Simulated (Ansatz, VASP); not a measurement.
**One calculation of Al3N, two programs**

```
Al N
1.0
     2.85676    0.00000    0.00000
    -1.42838    2.47403    0.00000
     0.00000    0.00000   21.60138
Al N
3 1
Direct
  0.66667 0.33333 0.18517
  0.33333 0.66667 0.29168
  0.00000 0.00000 0.39819
  0.50000 0.00000 0.47503
```

Alike in both runs: task single point; functional PBE; k mesh 9 × 9 × 1; occupations gaussian, width 0.1 eV; collinear spin.

```csv
,VASP,Ansatz
version,VASP 6.6.1,Ansatz 0.2.0
potentials or method,"VASP PAW PBE potentials, release 64 (Al, N), cutoff 520 eV","scalar-relativistic, plane waves, PAW"
valence electrons in the cell,14,14
```

|  | VASP | Ansatz | Ansatz less VASP |
| --- | --- | --- | --- |
| gap on the k mesh at the Fermi level (eV) | none | none | - |
| rms of the force components (eV/Å) | 1.370 | 1.374 | +0.0038 |
| net moment per atom (μB) | 0.18 | 0.18 | -0.002 |
| size of the moment on the site where the two differ most (μB) | 0.58 | 0.68 | +0.104 |

Site moments also hang on the region over which each program counts them. Atom by atom the forces differ by 0.004 eV/Å (rms over components). A gap of «none» marks a metal or a gap that the smearing closes.
